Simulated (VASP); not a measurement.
A run of VASP 6.6.1:

File INCAR:

```
PREC = Accurate ; ENCUT = 500
EDIFF = 1E-6 ; ISMEAR = -1
SIGMA = 0.1 ; LREAL = F
LASPH = T ; NELM = 120
ALGO = Normal ; ISIF = 2
LWAVE = F ; LCHARG = T
GGA = PE ; LELF = T
LVHAR = T ; NBANDS = 12
GGA_COMPAT = F
```

File KPOINTS:

```
regular mesh
0
Gamma
  15 15 15
```

Contents of POSCAR:

```
Mn
1.0
   -1.5485800000      1.5485800000      1.5485800000
    1.5485800000     -1.5485800000      1.5485800000
    1.5485800000      1.5485800000     -1.5485800000
Mn
1
Direct
    0.0000000000      0.0000000000      0.0000000000
```

Potentials or basis: VASP PAW PBE potentials, release 64 (Mn_pv).

Run with:

```sh
$ cat potpaw_PBE.64/Mn_pv/POTCAR > POTCAR
$ mpirun -np 1 vasp_std > vasp.out
```

Hardware: 1 thread of AMD EPYC 7R43 64-Core Processor (Zen 3) (shared host).

Question: Estimate the wall time of this run.

Answer: It took 17 s on 1 thread of AMD EPYC 7R43 64-Core Processor (Zen 3), with other jobs on the host, peak memory 0.1 GiB. Counts: scf iterations 12, k points 120.
